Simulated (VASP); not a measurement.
# GaN in VASP: single point with PBEsol

Aim: the single point of GaN with PBEsol.

All numbers are computed with VASP 6.6.1; they aren't measurements. Logs are shortened: lines on timing, memory, paths and dates and some standing lists are left out, and cuts for length are marked.

## (1) The cell of the first run

The cell holds a slab with vacuum, 16 atoms: a = 3.183 Å, b = 5.185 Å, c = 24.187 Å, α = 90.00°, β = 90.00°, γ = 90.00°.

## (2) Single point, PBEsol

INCAR

```
ALGO = Normal ; DIPOL = 0.5 0.5 0.500
EDIFF = 1E-7 ; ENCUT = 520
GGA = PS ; IDIPOL = 3
ISIF = 2 ; ISMEAR = 0
LASPH = True ; LCHARG = False
LDIPOL = True ; LREAL = Auto
LWAVE = False ; NBANDS = 86
NELM = 80 ; PREC = Accurate
SIGMA = 0.05
```

KPOINTS

```
k-points
0
Gamma
  8 5 1
```

POSCAR

```
GaN
1.0
    3.1825784901      0.0000000000      0.0000000000
    0.0000000000      5.1854260745      0.0000000000
    0.0000000000      0.0000000000     24.1873127399
Ga N
8 8
Direct
    0.0000000000     -0.0274587550      0.3217095354
    0.5000000000      0.5078008007      0.3439777518
    0.5000000000      0.0005887742      0.4260417800
    0.0000000000      0.5055008267      0.4609460733
    0.0000000000      0.0055008197      0.5390539339
    0.5000000000      0.5005887711      0.5739582291
    0.5000000000      0.0078007614      0.6560222595
    0.0000000000      0.4725412106      0.6782904641
    0.0000000000      0.6268224016      0.3107548894
    0.5000000000      0.1323744840      0.3473788792
    0.5000000000      0.6262082302      0.4239229859
    0.0000000000      0.1281633205      0.4620390559
    0.0000000000      0.6281633118      0.5379609331
    0.5000000000      0.1262082189      0.5760770089
    0.5000000000      0.6323744488      0.6526211085
    0.0000000000      0.1268223747      0.6892451121
```

Potentials or basis: VASP PAW PBE potentials, release 64 (Ga_d, N).

Command:

```
> cat potpaw_PBE.64/Ga_d/POTCAR potpaw_PBE.64/N/POTCAR > POTCAR
> mpirun -np 1 vasp_std > vasp.out
```

OUTCAR:

```text
EDIFF = 1E-7
   ENCUT = 520
   GGA = PS
   ISIF = 2
   ISMEAR = 0
   LASPH = True
   LREAL = Auto
   NELM = 80
   PREC = Accurate

 ion  position               nearest neighbor table
   1  0.000  0.973  0.322-   9 1.81  10 1.90  10 1.90
   2  0.500  0.508  0.344-   9 1.89   9 1.89  10 1.95  11 2.03
   3  0.500  0.001  0.426-  12 1.93  12 1.93  11 1.94  10 2.02
   4  0.000  0.506  0.461-  11 1.93  11 1.93  12 1.96  13 1.97
   5  0.000  0.006  0.539-  14 1.93  14 1.93  13 1.96  12 1.97
   6  0.500  0.501  0.574-  13 1.93  13 1.93  14 1.94  15 2.02
   7  0.500  0.008  0.656-  16 1.89  16 1.89  15 1.95  14 2.03
   8  0.000  0.473  0.678-  16 1.81  15 1.90  15 1.90
   9  0.000  0.627  0.311-   1 1.81   2 1.89   2 1.89
  10  0.500  0.132  0.347-   1 1.90   1 1.90   2 1.95   3 2.02
  11  0.500  0.626  0.424-   4 1.93   4 1.93   3 1.94   2 2.03
  12  0.000  0.128  0.462-   3 1.93   3 1.93   4 1.96   5 1.97
  13  0.000  0.628  0.538-   6 1.93   6 1.93   5 1.96   4 1.97
  14  0.500  0.126  0.576-   5 1.93   5 1.93   6 1.94   7 2.03
  15  0.500  0.632  0.653-   8 1.90   8 1.90   7 1.95   6 2.02
  16  0.000  0.127  0.689-   8 1.81   7 1.89   7 1.89

  LATTYP: Found a simple orthorhombic cell.
 ALAT       =     3.1825784901
 B/A-ratio  =     1.6293160061
 C/A-ratio  =     7.5999108318

  Lattice vectors:

 A1 = (   3.1825784901,   0.0000000000,   0.0000000000)
 A2 = (   0.0000000000,   5.1854260745,   0.0000000000)
 A3 = (   0.0000000000,   0.0000000000,  24.1873127399)

Analysis of symmetry for initial positions (statically):
=====================================================================
 Subroutine PRICEL returns:
 Original cell was already a primitive cell.

 Routine SETGRP: Setting up the symmetry group for a
 simple orthorhombic supercell.

 Subroutine GETGRP returns: Found  4 space group operations
 (whereof  2 operations were pure point group operations)
 out of a pool of  8 trial point group operations.

The static configuration has the point symmetry C_1h.
 The point group associated with its full space group is C_2v.

Analysis of symmetry for dynamics (positions and initial velocities):
=====================================================================
 Subroutine PRICEL returns:
 Original cell was already a primitive cell.

 Routine SETGRP: Setting up the symmetry group for a
 simple orthorhombic supercell.

 Subroutine GETGRP returns: Found  4 space group operations
 (whereof  2 operations were pure point group operations)
 out of a pool of  8 trial point group operations.

The dynamic configuration has the point symmetry C_1h.
 The point group associated with its full space group is C_2v.

 Subroutine INISYM returns: Found  4 space group operations
 (whereof  2 operations are pure point group operations),
 and found     1 'primitive' translations

----------------------------------------------------------------------------------------

                                     Primitive cell

  volume of cell :     399.1638

  direct lattice vectors                    reciprocal lattice vectors
     3.182578490  0.000000000  0.000000000     0.314210632  0.000000000  0.000000000
     0.000000000  5.185426074  0.000000000     0.000000000  0.192848184  0.000000000
     0.000000000  0.000000000 24.187312740     0.000000000  0.000000000  0.041343989

  length of vectors
     3.182578490  5.185426074 24.187312740     0.314210632  0.192848184  0.041343989

  position of ions in fractional coordinates (direct lattice)
     0.000000000  0.972541245  0.321709535
     0.500000000  0.507800801  0.343977752
     0.500000000  0.000588774  0.426041780
     0.000000000  0.505500827  0.460946073
     0.000000000  0.005500820  0.539053934
     0.500000000  0.500588771  0.573958229
[... 8 lines left out ...]
     0.500000000  0.632374449  0.652621108
     0.000000000  0.126822375  0.689245112

  ion indices of the primitive-cell ions
   primitive index   ion index
                 1           1
                 2           2
                 3           3
                 4           4
                 5           5
                 6           6
[... 8 lines left out ...]
                15          15
                16          16

----------------------------------------------------------------------------------------

 KPOINTS: k-points

Automatic generation of k-mesh.
 Grid dimensions read from file:
 generate k-points for:    8    5    1

 Generating k-lattice:

  Cartesian coordinates                     Fractional coordinates (reciprocal lattice)
     0.039276329  0.000000000  0.000000000     0.125000000  0.000000000  0.000000000
     0.000000000  0.038569637  0.000000000     0.000000000  0.200000000  0.000000000
     0.000000000  0.000000000  0.041343989     0.000000000  0.000000000  1.000000000

  Length of vectors
     0.039276329  0.038569637  0.041343989

  Shift w.r.t. Gamma in fractional coordinates (k-lattice)
     0.000000000  0.000000000  0.000000000

 Subroutine IBZKPT returns following result:
 ===========================================

 Found     15 irreducible k-points:

 Following reciprocal coordinates:
            Coordinates               Weight
  0.000000  0.000000  0.000000      1.000000
  0.125000  0.000000  0.000000      2.000000
  0.250000  0.000000  0.000000      2.000000
  0.375000  0.000000  0.000000      2.000000
  0.500000  0.000000  0.000000      1.000000
  0.000000  0.200000  0.000000      2.000000
  0.125000  0.200000  0.000000      4.000000
  0.250000  0.200000  0.000000      4.000000
  0.375000  0.200000  0.000000      4.000000
  0.500000  0.200000  0.000000      2.000000
  0.000000  0.400000  0.000000      2.000000
  0.125000  0.400000  0.000000      4.000000
  0.250000  0.400000  0.000000      4.000000
  0.375000  0.400000  0.000000      4.000000
  0.500000  0.400000  0.000000      2.000000
   k-points           NKPTS =     15   k-points in BZ     NKDIM =     15   number of bands    NBANDS=     86
   number of dos      NEDOS =    301   number of ions     NIONS =     16
   total plane-waves  NPLWV = 172800
   dimension x,y,z NGX =    24 NGY =   40 NGZ =  180
   dimension x,y,z NGXF=    48 NGYF=   80 NGZF=  360
   ions per type =               8   8
   NGX,Y,Z   is equivalent  to a cutoff of  12.54, 12.82, 12.37 a.u.
   NGXF,Y,Z  is equivalent  to a cutoff of  25.07, 25.65, 24.74 a.u.
 SYSTEM =  unknown system
   PREC   = accura    normal or accurate (medium, high low for compatibility)
   ISTART =      0    job   : 0-new  1-cont  2-samecut
   ICHARG =      2    charge: 1-file 2-atom 10-const
   ISPIN  =      1    spin polarized calculation?
   LNONCOLLINEAR =      F non collinear calculations
   LSORBIT =      F    spin-orbit coupling
   LASPH  =      T    aspherical Exc in radial PAW
   ENCUT  =  520.0 eV  38.22 Ry    6.18 a.u.   5.92  9.64 44.97*2*pi/ulx,y,z
   NELM   =     80;   NELMIN=  2; NELMDL= -5     # of ELM steps
   EDIFF  = 0.1E-06   stopping-criterion for ELM
   LREAL  =      T    real-space projection
   EDIFFG = 0.1E-05   stopping-criterion for IOM
   NSW    =      0    number of steps for IOM
   IBRION =     -1    ionic relax: 0-MD 1-quasi-New 2-CG
   NFREE  =      0    steps in history (QN), initial steepest desc. (CG)
   ISIF   =      2    stress and relaxation
   ISYM   =      2    0-nonsym 1-usesym 2-fastsym
   POTIM  = 0.5000    time-step for ionic-motion
   TEBEG  =    0.0;   TEEND  =   0.0 temperature during run
   PSTRESS=    0.0 pullay stress
   NELECT =     144.0000    total number of electrons
   NUPDOWN=      -1.0000    fix difference up-down
   EMIN   =  10.00;   EMAX   =-10.00  energy-range for DOS
   EFERMI =   0.00;   METHOD = LEGACY
   ISMEAR =     0;   SIGMA  =   0.05  broadening in eV -4-tet -1-fermi 0-gaus
   EFERMI_NEDOS =   21; number of points for ismear=-14 and -15
   IALGO  =     38    algorithm
   IMIX   =      4    mixing-type and parameters
     AMIX     =   0.40;   BMIX     =  1.00
     AMIX_MAG =   1.60;   BMIX_MAG =  1.00
  volume/ion in A,a.u.               =      24.95       168.36
  Fermi-wavevector in a.u.,A,eV,Ry     =   1.165410  2.202305 18.479155  1.358180
  Thomas-Fermi vector in A             =   2.301936
   LORBIT       =      0    0 simple, 1 ext, 2 COOP (PROOUT), +10 PAW based schemes
   GGA     = PS    functional components
   LHFCALC =     F    Hartree Fock is set to
   AEXX    =    0.0000 exact exchange contribution
   IVDW    =     0    specifies the selected vdW correction
   LEPSILON=     F    determine dielectric tensor
   LRPA    =     F    only Hartree local field effects (RPA)
 non-spin polarized calculation
 Gauss-broadening in eV      SIGMA  =   0.05
  energy-cutoff  :      520.00
  volume of cell :      399.16
 maximum number of plane-waves:     10793
 NGX is ok and might be reduce to    24
   NGX = 11   NGY = 19   NGZ = 89

 dipolmoment           0.000000      0.000000     -0.000000 electrons x Angstroem

 number of electron     143.9999977 magnetization

 dipolmoment           0.000000      0.000000      0.000000 electrons x Angstroem

 Free energy of the ion-electron system (eV)
  ---------------------------------------------------
  ext. energy  EPLUGINS =         0.00000000
  ---------------------------------------------------
  free energy    TOTEN  =      -101.41599046 eV

  energy without entropy =     -101.41599046  energy(sigma->0) =     -101.41599046

 E-fermi :  -0.5118     XC(G=0):  -5.9813

 val. band max:       -0.7223164573   @ k =   0.0000   0.0000   0.0000
 cond. band min:       0.8860968211   @ k =   0.0000   0.0000   0.0000
 fundamental gap:      1.6084132784
 Fermi energy:        -0.5117908931

 k-point     1 :       0.0000    0.0000    0.0000
  band No.  band energies     occupation
      1     -16.8391      2.00000
      2     -16.6695      2.00000
      3     -16.3507      2.00000
      4     -16.0237      2.00000
      5     -15.8169      2.00000
      6     -15.7293      2.00000
[... 1294 lines left out ...]
     83       6.6444      0.00000
     84       6.8115      0.00000
 [bands above 84 left out]

------------------------ aborting loop because EDIFF is reached ----------------------------------------

 vacuum level on the upper side and lower side of the slab       (xc-potential included)        -0.101        -0.101

  FORCE on cell =-STRESS in cart. coord.  units (eV):
  Direction    XX          YY          ZZ          XY          YZ          ZX
  --------------------------------------------------------------------------------------
  -------------------------------------------------------------------------------------
  Total        3.3414762      2.1041756     -0.1790955      0.0000000      0.0000000      0.0000000
  in kB       13.4121302      8.4458113     -0.7188595      0.0000000      0.0000000      0.0000000
  external PRESSURE =       7.0463606 kB  Pullay stress =       0.0000000 kB

 VOLUME and BASIS-vectors are now :
 -----------------------------------------------------------------------------
  energy-cutoff  :      520.00
  volume of cell :      399.16
      direct lattice vectors                 reciprocal lattice vectors
     3.182578490  0.000000000  0.000000000     0.314210632  0.000000000  0.000000000
     0.000000000  5.185426074  0.000000000     0.000000000  0.192848184  0.000000000
     0.000000000  0.000000000 24.187312740     0.000000000  0.000000000  0.041343989

 POSITION                                       TOTAL-FORCE (eV/Angst)
 -----------------------------------------------------------------------------------
      0.00000      5.04304      7.78129         0.000000     -0.033962     -0.002075
      1.59129      2.63316      8.31990         0.000000      0.003215     -0.042704
      1.59129      0.00305     10.30481         0.000000     -0.003435     -0.004485
      0.00000      2.62124     11.14905         0.000000      0.004087     -0.010445
      0.00000      0.02852     13.03827         0.000000      0.004087      0.010445
      1.59129      2.59577     13.88251         0.000000     -0.003435      0.004485
[... 8 lines left out ...]
      1.59129      3.27913     15.78515         0.000000      0.001498      0.001863
      0.00000      0.65763     16.67099         0.000000      0.026401     -0.040007
 -----------------------------------------------------------------------------------
    total drift:                                0.000000     -0.013319      0.000262

  FREE ENERGIE OF THE ION-ELECTRON SYSTEM (eV)
  ---------------------------------------------------
  free  energy   TOTEN  =      -101.4159904641 eV

  energy  without entropy=     -101.4159904641  energy(sigma->0) =     -101.41599046

 vacuum level on the upper side and lower side of the slab         4.947         4.947
```

Wall time 29 min (1 thread of AMD EPYC 7R43 (Zen 3), shared host); peak memory 0.53 GiB.

Results:

```yaml
Free_energy: -101.4160 eV
Largest_force: 0.048 eV/Å
Band_gap_on_the_k_mesh: 1.61 eV
```

Forces in eV/Å, atoms in the order of the input:
```
Ga   0.000 -0.034 -0.002
Ga   0.000  0.003 -0.043
Ga   0.000 -0.003 -0.004
Ga   0.000  0.004 -0.010
Ga   0.000  0.004  0.010
Ga   0.000 -0.003  0.004
Ga   0.000  0.003  0.043
Ga   0.000 -0.034  0.002
N    0.000  0.026  0.040
N    0.000  0.001 -0.002
N    0.000  0.002  0.021
N    0.000  0.000  0.002
N    0.000  0.000 -0.002
N    0.000  0.002 -0.021
N    0.000  0.001  0.002
N    0.000  0.026 -0.040
```

Caveat: the PAW data sets were made with another functional, which shifts forces and pressure a little.
